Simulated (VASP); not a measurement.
# TiBMoC2 (I-4m2) in VASP: a series of runs

Runs on TiBMoC2. Level: PBE. Tasks: single point, relaxation of cell and atoms.

Everything below comes from runs of VASP 6.6.1. Logs are shortened: lines on timing, memory, paths and dates and some standing lists are left out, and cuts for length are marked.

## Step 1: The cell of the first run

The structure is tetragonal, space group I-4m2 (No. 119). Conventional cell: a = 3.098 Å, b = 3.098 Å, c = 9.703 Å, α = 90.00°, β = 90.00°, γ = 90.00°. Ti (site symmetry -4m2) has 8 C at 2.31 Å and 4 B at 2.88 Å and 4 Mo at 2.88 Å and 4 Ti at 3.10 Å within 3.1 Å. Within 2.9 Å of B (site symmetry -4m2) lie 4 Mo at 2.19 Å and 4 C at 2.30 Å and 4 Ti at 2.88 Å. Mo (site symmetry -4m2) has 4 B at 2.19 Å and 4 C at 2.30 Å and 4 Ti at 2.88 Å within 2.9 Å. Within 2.0 Å of C (site symmetry 2mm) lie 1 C at 1.46 Å.

## Step 2: Single point, PBE

The input, INCAR:

```
SYSTEM = TiBMoC2
ALGO = Normal
EDIFF = 1E-7
ENCUT = 520
GGA = PE
ISIF = 2
ISMEAR = 0
LASPH = .TRUE.
LCHARG = .FALSE.
LREAL = .FALSE.
LWAVE = .FALSE.
NBANDS = 26
NELM = 80
PREC = Accurate
SIGMA = 0.1
```

The input, KPOINTS:

```
k-points
0
G
  6 6 6
  0 0 0
```

The input, POSCAR:

```
TiBMoC2
1.0
   -1.5491551174      1.5491551174      4.8515651848
    1.5491551174     -1.5491551174      4.8515651848
    1.5491551174      1.5491551174     -4.8515651848
Ti B Mo C
1 1 1 2
Direct
    0.0000000000      0.0000000000      0.0000000000
    0.7500000000      0.2500000000      0.5000000000
    0.2500000000      0.7500000000      0.5000000000
    0.5754109477      0.5754109477      0.0000000000
    0.4245890523      0.4245890523      0.0000000000
```

Potentials or basis: VASP PAW PBE potentials, release 64 (Ti_sv, B, Mo_sv, C).

Launch:

```
> cat potpaw_PBE.64/Ti_sv/POTCAR potpaw_PBE.64/B/POTCAR potpaw_PBE.64/Mo_sv/POTCAR potpaw_PBE.64/C/POTCAR > POTCAR
> mpirun -np 1 vasp_std > vasp.out
```

OUTCAR:

```text
SYSTEM = TiBMoC2
   EDIFF = 1E-7
   ENCUT = 520
   GGA = PE
   ISIF = 2
   ISMEAR = 0
   LASPH = .TRUE.
   LREAL = .FALSE.
   NELM = 80
   PREC = Accurate

 ion  position               nearest neighbor table
   1  0.000  0.000  0.000-   4 2.31   4 2.31   4 2.31   5 2.31   4 2.31   5 2.31   5 2.31   5 2.31
                             3 2.88   3 2.88   3 2.88   3 2.88
   2  0.750  0.250  0.500-   3 2.19   3 2.19   3 2.19   3 2.19
   3  0.250  0.750  0.500-   2 2.19   2 2.19   2 2.19   2 2.19   4 2.30   5 2.30   4 2.30   5 2.30
                             1 2.88   1 2.88   1 2.88   1 2.88
   4  0.575  0.575  0.000-   5 1.46   3 2.30   3 2.30   1 2.31   1 2.31   1 2.31   1 2.31
   5  0.425  0.425  0.000-   4 1.46   3 2.30   3 2.30   1 2.31   1 2.31   1 2.31   1 2.31

  LATTYP: Found a body centered tetragonal cell.
 ALAT       =     3.0983102348
 C/A-ratio  =     3.1317491259

  Lattice vectors:

 A1 = (  -1.5491551174,   1.5491551174,   4.8515651848)
 A2 = (   1.5491551174,  -1.5491551174,   4.8515651848)
 A3 = (   1.5491551174,   1.5491551174,  -4.8515651848)

Analysis of symmetry for initial positions (statically):
=====================================================================
 Subroutine PRICEL returns:
 Original cell was already a primitive cell.

 Routine SETGRP: Setting up the symmetry group for a
 body centered tetragonal supercell.

 Subroutine GETGRP returns: Found  8 space group operations
 (whereof  8 operations were pure point group operations)
 out of a pool of 16 trial point group operations.

The static configuration has the point symmetry D_2d.

Analysis of symmetry for dynamics (positions and initial velocities):
=====================================================================
 Subroutine PRICEL returns:
 Original cell was already a primitive cell.

 Routine SETGRP: Setting up the symmetry group for a
 body centered tetragonal supercell.

 Subroutine GETGRP returns: Found  8 space group operations
 (whereof  8 operations were pure point group operations)
 out of a pool of 16 trial point group operations.

The dynamic configuration has the point symmetry D_2d.

 Subroutine INISYM returns: Found  8 space group operations
 (whereof  8 operations are pure point group operations),
 and found     1 'primitive' translations

----------------------------------------------------------------------------------------

                                     Primitive cell

  volume of cell :      46.5727

  direct lattice vectors                    reciprocal lattice vectors
    -1.549155117  1.549155117  4.851565185     0.000000000  0.322756575  0.103059524
     1.549155117 -1.549155117  4.851565185     0.322756575  0.000000000  0.103059524
     1.549155117  1.549155117 -4.851565185     0.322756575  0.322756575  0.000000000

  length of vectors
     5.323292956  5.323292956  5.323292956     0.338811264  0.338811264  0.456446726

  position of ions in fractional coordinates (direct lattice)
     0.000000000  0.000000000  0.000000000
     0.750000000  0.250000000  0.500000000
     0.250000000  0.750000000  0.500000000
     0.575410948  0.575410948  0.000000000
     0.424589052  0.424589052  0.000000000

  ion indices of the primitive-cell ions
   primitive index   ion index
                 1           1
                 2           2
                 3           3
                 4           4
                 5           5

----------------------------------------------------------------------------------------

 KPOINTS: k-points

Automatic generation of k-mesh.
 Grid dimensions read from file:
 generate k-points for:    6    6    6

 Generating k-lattice:

  Cartesian coordinates                     Fractional coordinates (reciprocal lattice)
     0.000000000  0.053792763  0.017176587     0.166666667 -0.000000000  0.000000000
     0.053792763  0.000000000  0.017176587    -0.000000000  0.166666667  0.000000000
     0.053792763  0.053792763  0.000000000     0.000000000  0.000000000  0.166666667

  Length of vectors
     0.056468544  0.056468544  0.076074454

  Shift w.r.t. Gamma in fractional coordinates (k-lattice)
     0.000000000  0.000000000  0.000000000

 Subroutine IBZKPT returns following result:
 ===========================================

 Found     30 irreducible k-points:

 Following reciprocal coordinates:
            Coordinates               Weight
  0.000000  0.000000  0.000000      1.000000
  0.166667  0.000000  0.000000      8.000000
  0.333333 -0.000000  0.000000      8.000000
  0.500000 -0.000000  0.000000      4.000000
  0.166667  0.166667  0.000000      8.000000
  0.333333  0.166667  0.000000     16.000000
[... 16 lines left out ...]
 -0.333333 -0.333333  0.166667      8.000000
 -0.166667 -0.333333  0.166667      8.000000
 [... further k-points ...]
   k-points           NKPTS =     30   k-points in BZ     NKDIM =     30   number of bands    NBANDS=     26
   number of dos      NEDOS =    301   number of ions     NIONS =      5
   total plane-waves  NPLWV =  64000
   dimension x,y,z NGX =    40 NGY =   40 NGZ =   40
   dimension x,y,z NGXF=    80 NGYF=   80 NGZF=   80
   ions per type =               1   1   1   2
   NGX,Y,Z   is equivalent  to a cutoff of  12.49, 12.49, 12.49 a.u.
   NGXF,Y,Z  is equivalent  to a cutoff of  24.98, 24.98, 24.98 a.u.
 SYSTEM =  TiBMoC2
   PREC   = accura    normal or accurate (medium, high low for compatibility)
   ISTART =      0    job   : 0-new  1-cont  2-samecut
   ICHARG =      2    charge: 1-file 2-atom 10-const
   ISPIN  =      1    spin polarized calculation?
   LNONCOLLINEAR =      F non collinear calculations
   LSORBIT =      F    spin-orbit coupling
   LASPH  =      T    aspherical Exc in radial PAW
   ENCUT  =  520.0 eV  38.22 Ry    6.18 a.u.   9.90  9.90  9.90*2*pi/ulx,y,z
   NELM   =     80;   NELMIN=  2; NELMDL= -5     # of ELM steps
   EDIFF  = 0.1E-06   stopping-criterion for ELM
   LREAL  =      F    real-space projection
   EDIFFG = 0.1E-05   stopping-criterion for IOM
   NSW    =      0    number of steps for IOM
   IBRION =     -1    ionic relax: 0-MD 1-quasi-New 2-CG
   NFREE  =      0    steps in history (QN), initial steepest desc. (CG)
   ISIF   =      2    stress and relaxation
   ISYM   =      2    0-nonsym 1-usesym 2-fastsym
   POTIM  = 0.5000    time-step for ionic-motion
   TEBEG  =    0.0;   TEEND  =   0.0 temperature during run
   PSTRESS=    0.0 pullay stress
   NELECT =      37.0000    total number of electrons
   NUPDOWN=      -1.0000    fix difference up-down
   EMIN   =  10.00;   EMAX   =-10.00  energy-range for DOS
   EFERMI =   0.00;   METHOD = LEGACY
   ISMEAR =     0;   SIGMA  =   0.10  broadening in eV -4-tet -1-fermi 0-gaus
   EFERMI_NEDOS =   21; number of points for ismear=-14 and -15
   IALGO  =     38    algorithm
   IMIX   =      4    mixing-type and parameters
     AMIX     =   0.40;   BMIX     =  1.00
     AMIX_MAG =   1.60;   BMIX_MAG =  1.00
  volume/ion in A,a.u.               =       9.31        62.86
  Fermi-wavevector in a.u.,A,eV,Ry     =   1.516229  2.865258 31.279126  2.298951
  Thomas-Fermi vector in A             =   2.625647
   LORBIT       =      0    0 simple, 1 ext, 2 COOP (PROOUT), +10 PAW based schemes
   GGA     = PE    functional components
   LHFCALC =     F    Hartree Fock is set to
   AEXX    =    0.0000 exact exchange contribution
   IVDW    =     0    specifies the selected vdW correction
   LEPSILON=     F    determine dielectric tensor
   LRPA    =     F    only Hartree local field effects (RPA)
 non-spin polarized calculation
 Gauss-broadening in eV      SIGMA  =   0.10
  energy-cutoff  :      520.00
  volume of cell :       46.57
 maximum number of plane-waves:      1280
   NGX = 19   NGY = 19   NGZ = 19

 number of electron      37.0000002 magnetization

 Free energy of the ion-electron system (eV)
  ---------------------------------------------------
  ext. energy  EPLUGINS =         0.00000000
  ---------------------------------------------------
  free energy    TOTEN  =       -43.21085475 eV

  energy without entropy =      -43.20575898  energy(sigma->0) =      -43.20830686

 E-fermi :  11.9161     XC(G=0): -13.1877

 val. band max:       11.9154183335   @ k =  -0.3333   0.3333   0.0000
 cond. band min:      11.9518493922   @ k =   0.5000   0.5000   0.3333
 fundamental gap:      0.0364310587
 Fermi energy:        11.9160651084

 k-point     1 :       0.0000    0.0000    0.0000
  band No.  band energies     occupation
      1     -49.7647      2.00000
      2     -45.5629      2.00000
      3     -23.9743      2.00000
      4     -23.8364      2.00000
      5     -23.8364      2.00000
      6     -21.8185      2.00000
[... 18 lines left out ...]
     25      13.9835      0.00000
     26      15.1260      0.00000

 k-point     2 :       0.1667    0.0000    0.0000
  band No.  band energies     occupation
      1     -49.7574      2.00000
      2     -45.5573      2.00000
      3     -23.9554      2.00000
      4     -23.9321      2.00000
      5     -23.8249      2.00000
      6     -21.8856      2.00000
[... 18 lines left out ...]
     25      15.1598      0.00000
     26      15.7127      0.00000

 k-point     3 :       0.3333   -0.0000    0.0000
  band No.  band energies     occupation
      1     -49.7429      2.00000
      2     -45.5463      2.00000
      3     -24.1207      2.00000
      4     -23.9175      2.00000
      5     -23.8017      2.00000
      6     -22.0140      2.00000
[... 18 lines left out ...]
     25      15.2293      0.00000
     26      16.4462      0.00000

 k-point     4 :       0.5000   -0.0000    0.0000
  band No.  band energies     occupation
      1     -49.7356      2.00000
      2     -45.5408      2.00000
      3     -24.2128      2.00000
      4     -23.8993      2.00000
      5     -23.7901      2.00000
      6     -22.0757      2.00000
[... 18 lines left out ...]
     25      15.3002      0.00000
     26      16.3080      0.00000
[... 496 lines left out ...]
      1     -49.7428      2.00000
      2     -45.5466      2.00000
      3     -24.1223      2.00000
      4     -23.9054      2.00000
      5     -23.8024      2.00000
      6     -22.0113      2.00000
[... 18 lines left out ...]
     25      15.5056      0.00000
     26      16.0703      0.00000

 k-point    23 :      -0.3333   -0.3333    0.1667
  band No.  band energies     occupation
      1     -49.7499      2.00000
      2     -45.5524      2.00000
      3     -23.9271      2.00000
      4     -23.9249      2.00000
      5     -23.9084      2.00000
      6     -21.8773      2.00000
[... 18 lines left out ...]
     25      14.9892      0.00000
     26      15.8709      0.00000

 k-point    24 :      -0.1667   -0.3333    0.1667
  band No.  band energies     occupation
      1     -49.7572      2.00000
      2     -45.5578      2.00000
      3     -23.9406      2.00000
      4     -23.9300      2.00000
      5     -23.8259      2.00000
      6     -21.8831      2.00000
[... 18 lines left out ...]
     25      15.1357      0.00000
     26      15.7084      0.00000

 [... further k-points ...]
[... 5 lines left out ...]
  --------------------------------------------------------------------------------------
  -------------------------------------------------------------------------------------
  Total        0.0858330      0.0858330      0.0847079      0.0000000      0.0000000      0.0000000
  in kB        2.9527961      2.9527961      2.9140897      0.0000000      0.0000000      0.0000000
  external PRESSURE =       2.9398939 kB  Pullay stress =       0.0000000 kB

 VOLUME and BASIS-vectors are now :
 -----------------------------------------------------------------------------
  energy-cutoff  :      520.00
  volume of cell :       46.57
      direct lattice vectors                 reciprocal lattice vectors
    -1.549155117  1.549155117  4.851565185     0.000000000  0.322756575  0.103059524
     1.549155117 -1.549155117  4.851565185     0.322756575  0.000000000  0.103059524
     1.549155117  1.549155117 -4.851565185     0.322756575  0.322756575  0.000000000

 POSITION                                       TOTAL-FORCE (eV/Angst)
 -----------------------------------------------------------------------------------
      0.00000      0.00000      0.00000        -0.000000      0.000000     -0.000000
     -0.00000      1.54916      2.42578        -0.000000      0.000000     -0.000000
      1.54916     -0.00000      2.42578        -0.000000      0.000000      0.000000
      0.00000      0.00000      5.58329         0.000000     -0.000000      0.047881
      0.00000      0.00000      4.11984         0.000000     -0.000000     -0.047881
 -----------------------------------------------------------------------------------
    total drift:                               -0.000000      0.000000      0.000000

  FREE ENERGIE OF THE ION-ELECTRON SYSTEM (eV)
  ---------------------------------------------------
  free  energy   TOTEN  =       -43.2108547453 eV

  energy  without entropy=      -43.2057589821  energy(sigma->0) =      -43.20830686
```

Wall time 58 s (1 thread of AMD EPYC 9R45 (Zen 5), shared host); peak memory 0.23 GiB.

What came out:

```yaml
Free_energy: -43.2109 eV
Pressure: 0.3 GPa
Largest_force: 0.048 eV/Å
```

Forces on the atoms (eV/Å):
```
Ti   0.000  0.000  0.000
B    0.000  0.000  0.000
Mo   0.000  0.000  0.000
C    0.000  0.000  0.048
C    0.000  0.000 -0.048
```

Levels at points of the mesh, in eV from the Fermi level:
| k point | band 15 | band 16 | band 17 | band 18 | band 19 | band 20 | band 21 | band 22 |
| --- | --- | --- | --- | --- | --- | --- | --- | --- |
| (0.00, 0.00, 0.00) | -3.95 | -2.18 | -2.15 | -2.15 | -0.45 | 0.63 | 0.83 | 0.83 |
| (0.50, 0.00, 0.00) | -4.61 | -4.39 | -1.85 | -1.12 | 0.16 | 0.90 | 0.91 | 1.58 |
| (0.50, 0.50, 0.00) | -4.38 | -3.60 | -2.87 | -2.67 | 1.54 | 1.76 | 1.80 | 2.21 |
| (0.50, 0.50, 0.50) | -4.13 | -3.24 | -3.24 | -1.92 | -0.35 | 0.96 | 1.22 | 1.22 |

Caveat: the k points lie up to 0.48 Å⁻¹ apart.

(Continued in part 2 of 2.)
